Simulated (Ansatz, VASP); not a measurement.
# Si4O in VASP and in Ansatz

File INCAR:

```
SYSTEM = Si4O
PREC = Accurate
ENCUT = 520
EDIFF = 1E-6
ISMEAR = 0
SIGMA = 0.1
LREAL = .FALSE.
LASPH = .TRUE.
NELM = 80
ALGO = Normal
ISIF = 2
LWAVE = .FALSE.
LCHARG = .FALSE.
GGA = PE
NBANDS = 19
```

The input KPOINTS:

```
Automatic mesh
0
G
  4 4 4
  0 0 0
```

Contents of POSCAR:

```
Si4O
1.0
    3.7691534700      0.0000000000      0.0000000000
    0.0000000000      3.9711337700      0.0000000000
    0.0000000000      0.0000000000      5.3232063300
Si O
4 1
Direct
    0.5000000000      0.1985893900      0.0000000000
    0.5000000000      0.8014106100      0.0000000000
    0.0000000000      0.5000000000      0.6978744300
    0.0000000000      0.5000000000      0.3021255700
    0.0000000000      0.0000000000      0.0000000000
```

Input for Ansatz:

```yaml
crystal:
  lattice:
    - [3.76915347, 0.0, 0.0]
    - [0.0, 3.97113377, 0.0]
    - [0.0, 0.0, 5.32320633]
  atoms:
    - { symbol: Si, position: [0.5, 0.19858939, 0.0] }
    - { symbol: Si, position: [0.5, 0.80141061, 0.0] }
    - { symbol: Si, position: [0.0, 0.5, 0.69787443] }
    - { symbol: Si, position: [0.0, 0.5, 0.30212557] }
    - { symbol: O, position: [0.0, 0.0, 0.0] }
basis:
  ecutwfc: 420
kpoints:
  mp_grid: { grid: [4, 4, 4] }
hamiltonian:
  xc: pbe
scf:
  occupations: { method: gaussian, width: 0.1 }
  lower_state_search: "off"
output:
  forces: true
  stress: true
  eigenvalues: true
```

Alike in both runs: task single point; functional PBE; k mesh 4 × 4 × 4; occupations gaussian, width 0.1 eV; no spin polarisation.

|  | VASP | Ansatz |
| --- | --- | --- |
| version | VASP 6.6.1 | Ansatz 0.2.0 |
| potentials or method | VASP PAW PBE potentials, release 64 (Si, O), cutoff 520 eV | scalar-relativistic, plane waves, PAW |
| valence electrons in the cell | 22 | 22 |

```tsv
	VASP	Ansatz	Ansatz less VASP
gap on the k mesh at the Fermi level (eV)	none	none	-
rms of the force components (eV/Å)	12.375	12.460	+0.0855
```

Atom by atom the forces differ by 0.086 eV/Å (rms over components). A gap of «none» marks a metal or a gap that the smearing closes.

The k mesh is coarse, so the values compare programs but aren't converged.
